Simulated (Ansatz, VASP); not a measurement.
## Si16Ge: VASP beside Ansatz

```
CELL_PARAMETERS angstrom
0.00000 5.43000 5.43000
5.43000 0.00000 5.43000
5.43000 5.43000 0.00000
ATOMIC_POSITIONS crystal
Si 0.00409 0.98841 0.00312
Si 0.12963 0.12053 0.12871
Si 0.99819 0.00074 0.49993
Si 0.12974 0.12069 0.61969
Si 0.00425 0.50375 0.00282
Si 0.12550 0.62500 0.12368
Si 0.00427 0.50417 0.48717
Si 0.12976 0.62955 0.61960
Si 0.50085 0.00054 0.99755
Si 0.62087 0.12051 0.12876
Si 0.50099 0.00076 0.49995
Si 0.62517 0.12503 0.62451
Si 0.48888 0.50371 0.00291
Si 0.62094 0.62927 0.12860
Si 0.50095 0.49806 0.49987
Si 0.62091 0.62955 0.61963
Ge 0.87550 0.37501 0.87367
```

Alike in both runs: functional PBE; dispersion D3(BJ); k mesh 2 × 2 × 2; occupations gaussian, width 0.05 eV; no spin polarisation.

Ansatz relaxed the structure, and its values are those at the end. VASP's run is a single point on that final structure, the one shown.

```csv
,VASP,Ansatz
version,VASP 6.6.1,Ansatz 0.2.0
potentials or method,"VASP PAW PBE potentials, release 64 (Si, Ge_d), cutoff 520 eV","scalar-relativistic, plane waves, PAW"
valence electrons in the cell,78,78
```

|  | VASP | Ansatz | Ansatz less VASP |
| --- | --- | --- | --- |
| rms of the force components (eV/Å) | 0.003 | 0.003 | -0.0003 |

The k mesh is coarse, so the values compare programs but aren't converged.
